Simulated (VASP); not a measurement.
The system is Ir.

```
Ir
1.0
     2.75138    0.00000    0.00000
    -1.37569    2.38276    0.00000
     0.00000    0.00000    4.46229
Ir
2
Direct
  0.33333 0.66667 0.25000
  0.66667 0.33333 0.75000
```

Base run:

```yaml
Program: VASP 6.6.1
Functional: PBEsol
Potentials_or_basis: VASP PAW PBE potentials, release 64 (Ir)
Cutoff: 520 eV
k_mesh: 11 × 11 × 6
Occupations: fermi-dirac, width 0.05 eV
Spin: no spin polarisation
```

Its results: band gap on the k mesh zero (band 9 reaches 10.70 eV, above the bottom of band 10 at 7.61 eV); pressure -11.6 GPa.

Task: The run is repeated on the same cell with these changes: functional from PBEsol to HSE06; k mesh from 11 × 11 × 6 to 6 × 6 × 3. What comes out?

Result: Band gap on the k mesh zero (band 9 reaches 10.65 eV, above the bottom of band 10 at 6.86 eV); pressure -12.4 GPa.

Several settings changed at once, so the effect can't be laid on one alone.

Caveats: some runs use coarse meshes; the PAW data sets were made with another functional, which shifts forces and pressure a little; spin-orbit coupling is left out, which moves the levels of the heavy elements.
